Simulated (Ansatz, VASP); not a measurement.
# One calculation of SnPt3, two programs

```xyz
4
Lattice="4.0000 0.0000 0.0000 0.0000 4.0000 0.0000 0.0000 0.0000 3.9600" Properties=species:S:1:pos:R:3 pbc="T T T"
Sn    0.0000    0.0000    0.0000
Pt    0.0000    2.0000    1.9800
Pt    2.0000    0.0000    1.9800
Pt    2.0000    2.0000    0.0000
```

Change from the starting cell: zz strain of -1 %.

Alike in both runs: task single point; functional LDA; k mesh 8 × 8 × 8; occupations fermi-dirac, width 0.05 eV; no spin polarisation.

|  | VASP | Ansatz |
| --- | --- | --- |
| version | VASP 6.6.1 | Ansatz 0.2.0 |
| potentials or method | VASP PAW LDA potentials, release 64 (Sn_d, Pt), cutoff 520 eV | all-electron LAPW, scalar-relativistic |

Ansatz gave:

```
pressure (GPa)                                                : -1.2
traceless stress, the component that is largest in VASP (GPa) : 0.79
```

Question: Estimate VASP's values.

Answer: Pressure (GPa): -0.4; traceless stress, the component that is largest in VASP (GPa): 0.80.

LDA's correlation is that of Perdew and Zunger in VASP and of Perdew and Wang (1992) in Ansatz. Ansatz ran all-electron here, and VASP with PAW potentials.

Spin-orbit coupling is off throughout.
